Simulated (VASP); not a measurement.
# Ru (Cmcm) in VASP: single point with PBEsol

Aim: the single point of Ru with PBEsol.

Program: VASP 6.6.1. These are calculated values, not measurements. Logs are shortened: lines on timing, memory, paths and dates and some standing lists are left out, and cuts for length are marked.

## (1) The cell of the first run

The typed cell holds 4 atoms: a = 2.690 Å, b = 4.249 Å, c = 4.661 Å, α = 90.00°, β = 90.00°, γ = 90.00°.

## (2) Single point, PBEsol

INCAR reads:

```
ALGO     = Fast           # electronic algorithm
EDIFF    = 1E-6           # SCF threshold, eV
ENCUT    = 520            # plane-wave cutoff, eV
GGA      = PS             # functional
ISIF     = 2              # what is computed and relaxed
ISMEAR   = 0              # smearing method
LASPH    = T              # aspherical terms in the spheres
LCHARG   = F              # write CHGCAR
LREAL    = F              # projectors in reciprocal space
LWAVE    = F              # write WAVECAR
NBANDS   = 36             # bands
NELM     = 80             # most SCF steps
PREC     = Accurate       # precision mode
SIGMA    = 0.1            # smearing width, eV
```

KPOINTS reads:

```
k-points
0
Gamma
  16 10 10
```

POSCAR reads:

```
Ru
1.0
    1.3449393141      2.3295032252      0.0000000000
    0.0000000000      0.0000000000      4.2493499859
    4.0363347371     -2.3303789470      0.0000000000
Ru
4
Direct
    0.5000000000      0.7500000000      0.1669463813
    1.0000000000      0.7500000000      0.6669463813
    0.5000000000      0.2500000000      0.8330536187
    0.0000000000      0.2500000000      0.3330536187
```

Potentials or basis: VASP PAW PBE potentials, release 64 (Ru_pv).

Command:

```sh
cat potpaw_PBE.64/Ru_pv/POTCAR > POTCAR
mpirun -np 1 vasp_std > vasp.out
```

OUTCAR:

```text
EDIFF = 1E-6
   ENCUT = 520
   GGA = PS
   ISIF = 2
   ISMEAR = 0
   LASPH = T
   LREAL = F
   NELM = 80
   PREC = Accurate

 ion  position               nearest neighbor table
   1  0.500  0.750  0.167-   4 2.63   4 2.63   4 2.63   4 2.63   3 2.63   3 2.63   2 2.69   2 2.69
                             2 2.69   2 2.69
   2  0.000  0.750  0.667-   3 2.63   3 2.63   3 2.63   3 2.63   4 2.63   4 2.63   1 2.69   1 2.69
                             1 2.69   1 2.69
   3  0.500  0.250  0.833-   2 2.63   2 2.63   2 2.63   2 2.63   1 2.63   1 2.63   4 2.69   4 2.69
                             4 2.69   4 2.69
   4  0.000  0.250  0.333-   1 2.63   1 2.63   1 2.63   1 2.63   2 2.63   2 2.63   3 2.69   3 2.69
                             3 2.69   3 2.69

  LATTYP: Found a simple orthorhombic cell.
 ALAT       =     2.6898786283
 B/A-ratio  =     1.5797552876
 C/A-ratio  =     1.7327019312

  Lattice vectors:

 A1 = (   1.3449393141,   2.3295032252,   0.0000000000)
 A2 = (   0.0000000000,   0.0000000000,   4.2493499859)
 A3 = (   4.0363347371,  -2.3303789470,   0.0000000000)

Analysis of symmetry for initial positions (statically):
=====================================================================
 Subroutine PRICEL returns following result:

  LATTYP: Found a base centered orthorhombic cell.
 ALAT       =     2.6898786283
 B/A-ratio  =     1.7327019312
 C/A-ratio  =     1.5797552876

  Lattice vectors:

 A1 = (   2.6906370256,  -0.0004378609,   0.0000000000)
 A2 = (  -1.3456977115,   2.3299410861,   0.0000000000)
 A3 = (   0.0000000000,   0.0000000000,   4.2493499859)

   2 primitive cells build up your supercell.

 Routine SETGRP: Setting up the symmetry group for a
 simple orthorhombic supercell.

 Subroutine GETGRP returns: Found  8 space group operations
 (whereof  4 operations were pure point group operations)
 out of a pool of  8 trial point group operations.

The static configuration has the point symmetry C_2h.
 The point group associated with its full space group is D_2h.

Analysis of symmetry for dynamics (positions and initial velocities):
=====================================================================
 Subroutine PRICEL returns following result:

  LATTYP: Found a base centered orthorhombic cell.
 ALAT       =     2.6898786283
 B/A-ratio  =     1.7327019312
 C/A-ratio  =     1.5797552876

  Lattice vectors:

 A1 = (   2.6906370256,  -0.0004378609,   0.0000000000)
 A2 = (  -1.3456977115,   2.3299410861,   0.0000000000)
 A3 = (   0.0000000000,   0.0000000000,   4.2493499859)

   2 primitive cells build up your supercell.

 Routine SETGRP: Setting up the symmetry group for a
 simple orthorhombic supercell.

 Subroutine GETGRP returns: Found  8 space group operations
 (whereof  4 operations were pure point group operations)
 out of a pool of  8 trial point group operations.

The dynamic configuration has the point symmetry C_2h.
 The point group associated with its full space group is D_2h.

 Subroutine INISYM returns: Found  8 space group operations
 (whereof  4 operations are pure point group operations),
 and found     2 'primitive' translations

----------------------------------------------------------------------------------------

                                     Primitive cell

  volume of cell :      26.6368

  direct lattice vectors                    reciprocal lattice vectors
     2.690637026 -0.000437861  0.000000000     0.371694134  0.214678366  0.000000000
    -1.345697712  2.329941086  0.000000000     0.000069852  0.429235746  0.000000000
     0.000000000  0.000000000  4.249349986     0.000000000  0.000000000  0.235330110

  length of vectors
     2.690637061  2.690637061  4.249349986     0.429235751  0.429235751  0.235330110

  position of ions in fractional coordinates (direct lattice)
     0.666946381  0.333053619  0.750000000
     0.333053619  0.666946381  0.250000000

  ion indices of the primitive-cell ions
   primitive index   ion index
                 1           1
                 2           3

----------------------------------------------------------------------------------------

 KPOINTS: k-points

Automatic generation of k-mesh.
 Grid dimensions read from file:
 generate k-points for:   16   10   10

 Generating k-lattice:

  Cartesian coordinates                     Fractional coordinates (reciprocal lattice)
     0.011617625  0.020122316  0.000000000     0.062500000  0.000000000  0.000000000
     0.000000000  0.000000000  0.023533011     0.000000000  0.100000000  0.000000000
     0.018581214 -0.010727869  0.000000000     0.000000000  0.000000000  0.100000000

  Length of vectors
     0.023235249  0.023533011  0.021455738

  Shift w.r.t. Gamma in fractional coordinates (k-lattice)
     0.000000000  0.000000000  0.000000000

 Subroutine IBZKPT returns following result:
 ===========================================

 Found    324 irreducible k-points:

 Following reciprocal coordinates:
            Coordinates               Weight
  0.000000  0.000000  0.000000      1.000000
  0.062500  0.000000  0.000000      2.000000
  0.125000  0.000000  0.000000      2.000000
  0.187500  0.000000  0.000000      2.000000
  0.250000  0.000000  0.000000      2.000000
  0.312500  0.000000  0.000000      2.000000
[... 16 lines left out ...]
  0.250000  0.200000  0.000000      4.000000
  0.312500  0.200000  0.000000      4.000000
 [... further k-points ...]
   k-points           NKPTS =    324   k-points in BZ     NKDIM =    324   number of bands    NBANDS=     36
   number of dos      NEDOS =    301   number of ions     NIONS =      4
   total plane-waves  NPLWV =  23040
   dimension x,y,z NGX =    20 NGY =   32 NGZ =   36
   dimension x,y,z NGXF=    40 NGYF=   64 NGZF=   72
   ions per type =               4
   NGX,Y,Z   is equivalent  to a cutoff of  12.36, 12.52, 12.84 a.u.
   NGXF,Y,Z  is equivalent  to a cutoff of  24.72, 25.04, 25.68 a.u.
 SYSTEM =  unknown system
   PREC   = accura    normal or accurate (medium, high low for compatibility)
   ISTART =      0    job   : 0-new  1-cont  2-samecut
   ICHARG =      2    charge: 1-file 2-atom 10-const
   ISPIN  =      1    spin polarized calculation?
   LNONCOLLINEAR =      F non collinear calculations
   LSORBIT =      F    spin-orbit coupling
   LASPH  =      T    aspherical Exc in radial PAW
   ENCUT  =  520.0 eV  38.22 Ry    6.18 a.u.   5.00  7.90  8.67*2*pi/ulx,y,z
   NELM   =     80;   NELMIN=  2; NELMDL= -5     # of ELM steps
   EDIFF  = 0.1E-05   stopping-criterion for ELM
   LREAL  =      F    real-space projection
   EDIFFG = 0.1E-04   stopping-criterion for IOM
   NSW    =      0    number of steps for IOM
   IBRION =     -1    ionic relax: 0-MD 1-quasi-New 2-CG
   NFREE  =      0    steps in history (QN), initial steepest desc. (CG)
   ISIF   =      2    stress and relaxation
   ISYM   =      2    0-nonsym 1-usesym 2-fastsym
   POTIM  = 0.5000    time-step for ionic-motion
   TEBEG  =    0.0;   TEEND  =   0.0 temperature during run
   PSTRESS=    0.0 pullay stress
   NELECT =      56.0000    total number of electrons
   NUPDOWN=      -1.0000    fix difference up-down
   EMIN   =  10.00;   EMAX   =-10.00  energy-range for DOS
   EFERMI =   0.00;   METHOD = LEGACY
   ISMEAR =     0;   SIGMA  =   0.10  broadening in eV -4-tet -1-fermi 0-gaus
   EFERMI_NEDOS =   21; number of points for ismear=-14 and -15
   IALGO  =     68    algorithm
   IMIX   =      4    mixing-type and parameters
     AMIX     =   0.40;   BMIX     =  1.00
     AMIX_MAG =   1.60;   BMIX_MAG =  1.00
  volume/ion in A,a.u.               =      13.32        89.88
  Fermi-wavevector in a.u.,A,eV,Ry     =   1.664563  3.145568 37.698619  2.770770
  Thomas-Fermi vector in A             =   2.751085
   LORBIT       =      0    0 simple, 1 ext, 2 COOP (PROOUT), +10 PAW based schemes
   GGA     = PS    functional components
   LHFCALC =     F    Hartree Fock is set to
   AEXX    =    0.0000 exact exchange contribution
   IVDW    =     0    specifies the selected vdW correction
   LEPSILON=     F    determine dielectric tensor
   LRPA    =     F    only Hartree local field effects (RPA)
 non-spin polarized calculation
 RMM-DIIS sequential band-by-band and
 Gauss-broadening in eV      SIGMA  =   0.10
  energy-cutoff  :      520.00
  volume of cell :       53.27
 maximum number of plane-waves:      1456
   NGX = 11   NGY = 15   NGZ = 17

 number of electron      55.9999999 magnetization

 Free energy of the ion-electron system (eV)
  ---------------------------------------------------
  ext. energy  EPLUGINS =         0.00000000
  ---------------------------------------------------
  free energy    TOTEN  =       -40.69104145 eV

  energy without entropy =      -40.67511211  energy(sigma->0) =      -40.68307678

 E-fermi :  13.0655     XC(G=0): -14.4003

 val. band max:       13.0638168041   @ k =   0.1250   0.4000   0.2000
 cond. band min:      13.0671131437   @ k =   0.1875   0.4000   0.1000
 fundamental gap:      0.0032963396
 Fermi energy:        13.0655074521

 k-point     1 :       0.0000    0.0000    0.0000
  band No.  band energies     occupation
      1     -30.6284      2.00000
      2     -30.4228      2.00000
      3     -30.2156      2.00000
      4     -30.1147      2.00000
      5     -29.8775      2.00000
      6     -29.7099      2.00000
[... 28 lines left out ...]
     35      17.2031      0.00000
     36      19.2901      0.00000

 k-point     2 :       0.0625    0.0000    0.0000
  band No.  band energies     occupation
      1     -30.6177      2.00000
      2     -30.4141      2.00000
      3     -30.2074      2.00000
      4     -30.1061      2.00000
      5     -29.8940      2.00000
      6     -29.7165      2.00000
[... 28 lines left out ...]
     35      17.3389      0.00000
     36      19.4195      0.00000
[... 817 lines left out ...]
     35      19.5596      0.00000
     36      20.2196      0.00000

 k-point    24 :       0.3125    0.2000    0.0000
  band No.  band energies     occupation
      1     -30.3719      2.00000
      2     -30.2623      2.00000
      3     -30.2222      2.00000
      4     -30.2196      2.00000
      5     -30.0113      2.00000
      6     -29.9346      2.00000
[... 28 lines left out ...]
     35      20.5439      0.00000
     36      20.5510      0.00000

 [... further k-points ...]

------------------------ aborting loop because EDIFF is reached ----------------------------------------

  FORCE on cell =-STRESS in cart. coord.  units (eV):
  Direction    XX          YY          ZZ          XY          YZ          ZX
  --------------------------------------------------------------------------------------
  -------------------------------------------------------------------------------------
  Total       -0.0242967     -0.0222344     -0.0155957      0.0017860      0.0000000      0.0000000
  in kB       -0.7307125     -0.6686882     -0.4690345      0.0537146      0.0000000      0.0000000
  external PRESSURE =      -0.6228117 kB  Pullay stress =       0.0000000 kB

 VOLUME and BASIS-vectors are now :
 -----------------------------------------------------------------------------
  energy-cutoff  :      520.00
  volume of cell :       53.27
      direct lattice vectors                 reciprocal lattice vectors
     1.344939314  2.329503225  0.000000000     0.185881993  0.321957056  0.000000000
     0.000000000  0.000000000  4.249349986     0.000000000  0.000000000  0.235330110
     4.036334737 -2.330378947  0.000000000     0.185812141 -0.107278690  0.000000000

 POSITION                                       TOTAL-FORCE (eV/Angst)
 -----------------------------------------------------------------------------------
      1.34632      0.77570      3.18701        -0.000066      0.000038     -0.000000
      2.69202     -1.55424      3.18701        -0.000066      0.000038      0.000000
      4.03495     -0.77658      1.06234         0.000066     -0.000038      0.000000
      1.34432     -0.77614      1.06234         0.000066     -0.000038     -0.000000
 -----------------------------------------------------------------------------------
    total drift:                                0.000000     -0.000000      0.000000

  FREE ENERGIE OF THE ION-ELECTRON SYSTEM (eV)
  ---------------------------------------------------
  free  energy   TOTEN  =       -40.6910414519 eV

  energy  without entropy=      -40.6751121144  energy(sigma->0) =      -40.68307678
```

Wall time 3.7 min (1 thread of Intel Xeon 6975P-C (Granite Rapids), shared host); peak memory 0.48 GiB.

What came out:

| Property | Result |
| --- | --- |
| Free energy | -40.6910 eV |
| Pressure | -0.1 GPa |
| Band gap on the k mesh | zero (bands 28 and 29 overlap by 2.64 eV) |

Caveat: the PAW data sets were made with another functional, which shifts forces and pressure a little.
